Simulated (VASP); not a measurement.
# SrCl2: single point with r2SCAN

Crystal: SrCl2.

```xyz
3
Lattice="0.0000 3.5343 3.5343 3.5343 0.0000 3.5343 3.5343 3.5343 0.0000" Properties=species:S:1:pos:R:3 pbc="T T T"
Sr    0.0000    0.0000    0.0000
Cl    5.3014    5.3014    5.3014
Cl    1.7671    1.7671    1.7671
```

| Property | Result |
| --- | --- |
| Program | VASP 6.6.1 |
| Task | single point |
| Functional | r2SCAN |
| Potentials or basis | VASP PAW PBE potentials, release 64 (Sr_sv, Cl) |
| Cutoff | 550 eV |
| k mesh | 7 × 7 × 7 |
| Occupations | fermi-dirac, width 0.05 eV |
| Spin | no spin polarisation |

```yaml
Pressure: -1.0 GPa
Band_gap_on_the_k_mesh: 5.85 eV (least direct gap 6.15 eV)
```

Levels at points of the mesh, in eV from the valence-band top:
| k point | band 8 | band 9 | band 10 | band 11 | band 12 | band 13 | band 14 | band 15 | band 16 | band 17 |
| --- | --- | --- | --- | --- | --- | --- | --- | --- | --- | --- |
| (0.00, 0.00, 0.00) | -1.98 | -1.98 | -0.30 | -0.30 | -0.30 | 5.85 | 6.73 | 6.73 | 9.59 | 9.59 |

It took 2.6 min on 1 thread of Intel Xeon 8259CL, with other jobs on the host, peak memory 0.27 GiB.

Caveat: the PAW data sets were made with another functional, which shifts forces and pressure a little; an odd mesh through Γ misses points on the zone boundary, where band edges can lie.
